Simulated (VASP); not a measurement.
# Mg3GeSe (Pm-3m) in VASP: a series of runs

Runs on Mg3GeSe. Level: PBE. Tasks: vibrations by perturbation theory.

Program: VASP 6.6.1. These are calculated values, not measurements. Logs are shortened: lines on timing, memory, paths and dates and some standing lists are left out, and cuts for length are marked.

### 1 The cell of the first run

The structure is cubic, space group Pm-3m (No. 221). The conventional cell has a = 4.762 Å, b = 4.762 Å, c = 4.762 Å, α = 90.00°, β = 90.00°, γ = 90.00°. Within 4.4 Å of Ge (site symmetry m-3m) lie 12 Mg at 3.37 Å and 8 Se at 4.12 Å. Within 3.1 Å of Se (site symmetry m-3m) lie 6 Mg at 2.38 Å. Mg (site symmetry 4/mmm) has 2 Se at 2.38 Å within 3.1 Å.

### 2 Vibrations by perturbation theory, PBE

Contents of INCAR:

```
PREC = Accurate
ENCUT = 520
EDIFF = 1E-8
ISMEAR = -1
SIGMA = 0.15
LREAL = F
LASPH = T
NELM = 60
ALGO = Normal
ISIF = 2
LWAVE = F
LCHARG = T
GGA = PE
IBRION = 8
NSW = 1
```

Contents of KPOINTS:

```
regular mesh
0
Gamma
  8 8 8
```

Contents of POSCAR:

```
Mg3GeSe
1.0
    4.7616000000      0.0000000000      0.0000000000
    0.0000000000      4.7616000000      0.0000000000
    0.0000000000      0.0000000000      4.7616000000
Ge Se Mg
1 1 3
Direct
    0.0000000000      0.0000000000      0.0000000000
    0.5000000000      0.5000000000      0.5000000000
    0.5000000000      0.5000000000      0.0000000000
    0.5000000000      0.0000000000      0.5000000000
    0.0000000000      0.5000000000      0.5000000000
```

Potentials or basis: VASP PAW PBE potentials, release 64 (Ge_d, Se, Mg).

Launch:

```
cat potpaw_PBE.64/Ge_d/POTCAR potpaw_PBE.64/Se/POTCAR potpaw_PBE.64/Mg/POTCAR > POTCAR
mpirun -np 1 vasp_std > vasp.out
```

OUTCAR:

```text
PREC = Accurate
   ENCUT = 520
   EDIFF = 1E-8
   ISMEAR = -1
   LREAL = F
   LASPH = T
   NELM = 60
   ISIF = 2
   GGA = PE
   IBRION = 8
   NSW = 1

 ion  position               nearest neighbor table
   1  0.000  0.000  0.000-
   2  0.500  0.500  0.500-   3 2.38   4 2.38   5 2.38   3 2.38   4 2.38   5 2.38
   3  0.500  0.500  0.000-   2 2.38   2 2.38   5 3.37   4 3.37   4 3.37   5 3.37   4 3.37   4 3.37
                             5 3.37   5 3.37
   4  0.500  0.000  0.500-   2 2.38   2 2.38   5 3.37   3 3.37   3 3.37   3 3.37   5 3.37   3 3.37
                             5 3.37   5 3.37
   5  0.000  0.500  0.500-   2 2.38   2 2.38   4 3.37   3 3.37   4 3.37   3 3.37   3 3.37   4 3.37
                             3 3.37   4 3.37

  LATTYP: Found a simple cubic cell.
 ALAT       =     4.7616000000

  Lattice vectors:

 A1 = (   4.7616000000,   0.0000000000,   0.0000000000)
 A2 = (   0.0000000000,   4.7616000000,   0.0000000000)
 A3 = (   0.0000000000,   0.0000000000,   4.7616000000)

Analysis of symmetry for initial positions (statically):
=====================================================================
 Subroutine PRICEL returns:
 Original cell was already a primitive cell.

 Routine SETGRP: Setting up the symmetry group for a
 simple cubic supercell.

 Subroutine GETGRP returns: Found 48 space group operations
 (whereof 48 operations were pure point group operations)
 out of a pool of 48 trial point group operations.

The static configuration has the point symmetry O_h .

[... 703 lines left out ...]
  ---------------------------------------------------
  ---------------------------------------------------
  free energy    TOTEN  =        -0.00339587 eV

  energy without entropy =       -0.00339588

------------------------ aborting loop because EDIFF is reached ----------------------------------------

 INTERNAL STRAIN TENSOR  FOR ION    3  DIRECTION 3   (eV/Angst):
 -----------------------------------------------------------------------------
     0.00191  0.00000  0.00000
     0.00000  0.00191 -0.00000
     0.00000 -0.00000 -0.00210

 INTERNAL STRAIN TENSOR FOR ION    5 for displacements in x,y,z  (eV/Angst):
          X           Y           Z          XY          YZ          ZX
  --------------------------------------------------------------------------------
  x     0.00000     0.00000     0.00000     0.00000     0.00000     0.00000
  y     0.00000     0.00000     0.00000     0.00000     0.00000     0.00000
  z     0.00000     0.00000     0.00000     0.00000     0.00000     0.00000

 SECOND DERIVATIVES (NOT SYMMETRIZED)
 ------------------------------------
               1X          1Y          1Z          2X          2Y          2Z          3X          3Y          3Z          4X          4Y          4Z          5X          5Y          5Z
  1X    -0.353006    0.000000   -0.000000    1.160304   -0.000000   -0.000000   -0.613034   -0.000000   -0.000000   -0.613034    0.000000   -0.000000    0.418770    0.000000    0.000000
  1Y     0.000000   -0.353006   -0.000000   -0.000000    1.160304   -0.000000    0.000000   -0.613034    0.000000    0.000000    0.418770    0.000000   -0.000000   -0.613034    0.000000
  1Z    -0.000000   -0.000000   -0.353006   -0.000000   -0.000000    1.160304    0.000000    0.000000    0.418770    0.000000   -0.000000   -0.613034    0.000000   -0.000000   -0.613034
  2X     1.155797   -0.000000   -0.000000  -13.007837   -0.000000    0.000000   -2.108615   -0.000000   -0.000000   -2.108615    0.000000    0.000000   16.069269    0.000000   -0.000000
  2Y     0.000000    1.155797   -0.000000   -0.000000  -13.007837    0.000000   -0.000000   -2.108615   -0.000000    0.000000   16.069269   -0.000000    0.000000   -2.108615    0.000000
  2Z    -0.000000    0.000000    1.155797    0.000000   -0.000000  -13.007837   -0.000000    0.000000   16.069269    0.000000   -0.000000   -2.108615   -0.000000    0.000000   -2.108615
  3X    -0.615397    0.000000    0.000000   -2.105448    0.000000    0.000000    2.152979    0.000000    0.000000   -0.071308    0.000000    0.000000    0.639174    0.000000    0.000000
  3Y     0.000000   -0.615397    0.000000    0.000000   -2.105448    0.000000    0.000000    2.152979    0.000000    0.000000    0.639174    0.000000    0.000000   -0.071308    0.000000
  3Z     0.000000   -0.000000    0.416030   -0.000000   -0.000000   16.072557    0.000000    0.000000  -17.765899   -0.000000   -0.000000    0.638656   -0.000000   -0.000000    0.638656
  4X    -0.615397    0.000000    0.000000   -2.105448    0.000000    0.000000   -0.071308    0.000000    0.000000    2.152979    0.000000    0.000000    0.639174    0.000000    0.000000
  4Y    -0.000000    0.416030   -0.000000    0.000000   16.072557   -0.000000    0.000000    0.638656    0.000000    0.000000  -17.765899   -0.000000   -0.000000    0.638656   -0.000000
  4Z     0.000000    0.000000   -0.615397    0.000000    0.000000   -2.105448    0.000000    0.000000    0.639174    0.000000    0.000000    2.152979    0.000000    0.000000   -0.071308
  5X     0.416030   -0.000000   -0.000000   16.072557    0.000000   -0.000000    0.638656    0.000000    0.000000    0.638656   -0.000000   -0.000000  -17.765899    0.000000   -0.000000
  5Y     0.000000   -0.615397    0.000000    0.000000   -2.105448    0.000000    0.000000   -0.071308    0.000000    0.000000    0.639174    0.000000    0.000000    2.152979    0.000000
  5Z     0.000000    0.000000   -0.615397    0.000000    0.000000   -2.105448    0.000000    0.000000    0.639174    0.000000    0.000000   -0.071308    0.000000    0.000000    2.152979

 Eigenvectors and eigenvalues of the dynamical matrix
 ----------------------------------------------------

   1 f  =   14.956344 THz    93.973479 2PiTHz  498.889924 cm-1    61.854439 meV
             X         Y         Z           dx          dy          dz
      0.000000  0.000000  0.000000     0.000279    0.003751   -0.000000
      2.380800  2.380800  2.380800     0.032901    0.441596    0.000000
      2.380800  2.380800  0.000000     0.003330    0.044699    0.000000
      2.380800  0.000000  2.380800     0.003330   -0.891887   -0.000000
      0.000000  2.380800  2.380800    -0.066450    0.044699    0.000000
[... 105 lines left out ...]
  15 f/i=    5.330748 THz    33.494075 2PiTHz  177.814598 cm-1    22.046190 meV
             X         Y         Z           dx          dy          dz
      0.000000  0.000000  0.000000    -0.211959   -0.007573   -0.014953
      2.380800  2.380800  2.380800    -0.405679   -0.014495   -0.028620
      2.380800  2.380800  0.000000     0.618364    0.022094   -0.009861
      2.380800  0.000000  2.380800     0.618364   -0.004994    0.043624
      0.000000  2.380800  2.380800    -0.139772    0.022094    0.043624

--------------------------------------------------------------------------------------------------------

 ELASTIC MODULI CONTR FROM IONIC RELAXATION (kBar)
 Direction    XX          YY          ZZ          XY          YZ          ZX
 --------------------------------------------------------------------------------
 XX           0.0000      0.0000      0.0000      0.0000      0.0000      0.0000
 YY           0.0000      0.0000      0.0000      0.0000      0.0000      0.0000
 ZZ           0.0000      0.0000      0.0000      0.0000      0.0000      0.0000
 XY           0.0000      0.0000      0.0000      0.0000      0.0000      0.0000
 YZ           0.0000      0.0000      0.0000      0.0000      0.0000      0.0000
 ZX           0.0000      0.0000      0.0000      0.0000      0.0000      0.0000
 --------------------------------------------------------------------------------
```

OSZICAR:

```text
N       E                     dE             d eps       ncg     rms          rms(c)
DAV:   1     0.148754016118E+03    0.14875E+03   -0.11944E+04  1227   0.212E+03
DAV:   2     0.894990027084E+01   -0.13980E+03   -0.13701E+03  1239   0.436E+02
DAV:   3    -0.123244800543E+02   -0.21274E+02   -0.20923E+02  1552   0.123E+02
DAV:   4    -0.130938839865E+02   -0.76940E+00   -0.76761E+00  1458   0.239E+01
[... 75 lines left out ...]
RMM:   8    -0.339581606788E-02    0.25073E-06   -0.36068E-09  4781   0.264E-04    0.515E-05
RMM:   9    -0.339588365380E-02   -0.67586E-07    0.60120E-11  4909   0.932E-05    0.684E-06
RMM:  10    -0.339586456945E-02    0.19084E-07    0.47124E-09  4949   0.259E-05    0.451E-06
RMM:  11    -0.339587106617E-02   -0.64967E-08    0.86976E-10  4518   0.158E-05    0.473E-07
 Linear response finished
```

It took 6.8 min on 1 thread of AMD EPYC 9R45 (Zen 5), shared host; peak memory 0.65 GiB.

Results:

* Highest phonon frequency at Γ, LO-TO splitting left out: 499 cm⁻¹
* Most unstable mode: 178i cm⁻¹

Phonon frequencies in cm⁻¹ (negative: imaginary):
| q point | frequencies |
| --- | --- |
| (0.000, 0.000, 0.000) | -178 -178 -178 -158 -158 -158 0 0 0 66 66 66 499 499 499 |

Caveat: the cell stands under pressure or tension, which shifts response properties; some modes are imaginary.

### 3 Vibrations by perturbation theory, PBE

This run uses another cell than the first one, of 23.89 Å³/atom.

Contents of INCAR:

```
SYSTEM = Mg3GeSe
PREC = Accurate ; ENCUT = 520
EDIFF = 1E-8 ; ISMEAR = -1
SIGMA = 0.15 ; LREAL = .False.
LASPH = .True. ; NELM = 60
ALGO = Normal ; ISIF = 2
LWAVE = .False. ; LCHARG = .True.
GGA = PE ; IBRION = 8
NSW = 1
```

Contents of KPOINTS:

```
regular mesh
0
Gamma
  8 8 8
  0 0 0
```

POSCAR, as its differences from that of step 2:

```diff
@@ -2,5 +2,5 @@
 1.0
-    4.7616000000      0.0000000000      0.0000000000
-    0.0000000000      4.7616000000      0.0000000000
-    0.0000000000      0.0000000000      4.7616000000
+    4.9248000000      0.0000000000      0.0000000000
+    0.0000000000      4.9248000000      0.0000000000
+    0.0000000000      0.0000000000      4.9248000000
 Ge Se Mg
```

Potentials or basis: VASP PAW PBE potentials, release 64 (Ge_d, Se, Mg).

Launch:

```
cat potpaw_PBE.64/Ge_d/POTCAR potpaw_PBE.64/Se/POTCAR potpaw_PBE.64/Mg/POTCAR > POTCAR
mpirun -np 1 vasp_std > vasp.out
```

OUTCAR:

```text
SYSTEM = Mg3GeSe
   PREC = Accurate
   ENCUT = 520
   EDIFF = 1E-8
   ISMEAR = -1
   LREAL = .False.
   LASPH = .True.
   NELM = 60
   ISIF = 2
   GGA = PE
   IBRION = 8
   NSW = 1

 ion  position               nearest neighbor table
   1  0.000  0.000  0.000-
   2  0.500  0.500  0.500-   3 2.46   4 2.46   5 2.46   3 2.46   4 2.46   5 2.46
   3  0.500  0.500  0.000-   2 2.46   2 2.46   5 3.48   4 3.48   4 3.48   5 3.48   4 3.48   4 3.48
                             5 3.48   5 3.48
   4  0.500  0.000  0.500-   2 2.46   2 2.46   5 3.48   3 3.48   3 3.48   3 3.48   5 3.48   3 3.48
                             5 3.48   5 3.48
[... 769 lines left out ...]
 Eigenvectors and eigenvalues of the dynamical matrix
 ----------------------------------------------------

   1 f  =   12.705882 THz    79.833414 2PiTHz  423.822617 cm-1    52.547284 meV
             X         Y         Z           dx          dy          dz
      0.000000  0.000000  0.000000     0.005607    0.001904    0.000000
      2.462400  2.462400  2.462400     0.416937    0.141608    0.000000
      2.462400  2.462400  0.000000     0.043330    0.014717   -0.000000
      2.462400  0.000000  2.462400     0.043330   -0.287983    0.000000
      0.000000  2.462400  2.462400    -0.847911    0.014717    0.000000
[... 105 lines left out ...]
  15 f/i=    5.113485 THz    32.128975 2PiTHz  170.567504 cm-1    21.147666 meV
             X         Y         Z           dx          dy          dz
      0.000000  0.000000  0.000000     0.112540   -0.209867   -0.129037
      2.462400  2.462400  2.462400     0.152688   -0.284735   -0.175070
      2.462400  2.462400  0.000000    -0.259068    0.483113   -0.056580
      2.462400  0.000000  2.462400    -0.259068   -0.092022    0.297043
      0.000000  2.462400  2.462400     0.049347    0.483113    0.297043

--------------------------------------------------------------------------------------------------------

 ELASTIC MODULI CONTR FROM IONIC RELAXATION (kBar)
 Direction    XX          YY          ZZ          XY          YZ          ZX
 --------------------------------------------------------------------------------
 XX           0.0000      0.0000      0.0000      0.0000      0.0000      0.0000
 YY           0.0000      0.0000      0.0000      0.0000      0.0000      0.0000
 ZZ           0.0000      0.0000      0.0000      0.0000      0.0000      0.0000
 XY           0.0000      0.0000      0.0000      0.0000      0.0000      0.0000
 YZ           0.0000      0.0000      0.0000      0.0000      0.0000      0.0000
 ZX           0.0000      0.0000      0.0000      0.0000      0.0000      0.0000
 --------------------------------------------------------------------------------
```

OSZICAR:

```text
N       E                     dE             d eps       ncg     rms          rms(c)
DAV:   1     0.144365389829E+03    0.14437E+03   -0.11850E+04  1219   0.201E+03
DAV:   2     0.849409743721E+01   -0.13587E+03   -0.13348E+03  1248   0.410E+02
DAV:   3    -0.126500549213E+02   -0.21144E+02   -0.20638E+02  1574   0.120E+02
[... 73 lines left out ...]
RMM:   5    -0.313361578281E-02    0.19708E-05   -0.30567E-06  4768   0.960E-03    0.105E-03
RMM:   6    -0.313558930438E-02   -0.19735E-05   -0.29949E-07  4574   0.232E-03    0.461E-04
RMM:   7    -0.313485037908E-02    0.73893E-06   -0.34433E-08  4852   0.919E-04    0.124E-04
RMM:   8    -0.313463132216E-02    0.21906E-06   -0.41235E-09  4756   0.290E-04    0.610E-05
RMM:   9    -0.313476266639E-02   -0.13134E-06   -0.23861E-09  4633   0.138E-04    0.690E-06
RMM:  10    -0.313475707174E-02    0.55947E-08    0.33553E-10  4940   0.361E-05    0.280E-06
 Linear response finished
```

It took 35 min on 1 thread of Intel Xeon 8259CL, shared host; peak memory 0.77 GiB.

Results:

| Item | Value |
| --- | --- |
| Highest phonon frequency at Γ, LO-TO splitting left out | 424 cm⁻¹ |
| Most unstable mode | 171i cm⁻¹ |

Phonon frequencies in cm⁻¹ (negative: imaginary):
| q point | frequencies |
| --- | --- |
| (0.000, 0.000, 0.000) | -171 -171 -171 -149 -149 -149 -1 -1 -1 52 52 52 424 424 424 |

Caveat: the cell stands under pressure or tension, which shifts response properties; some modes are imaginary.
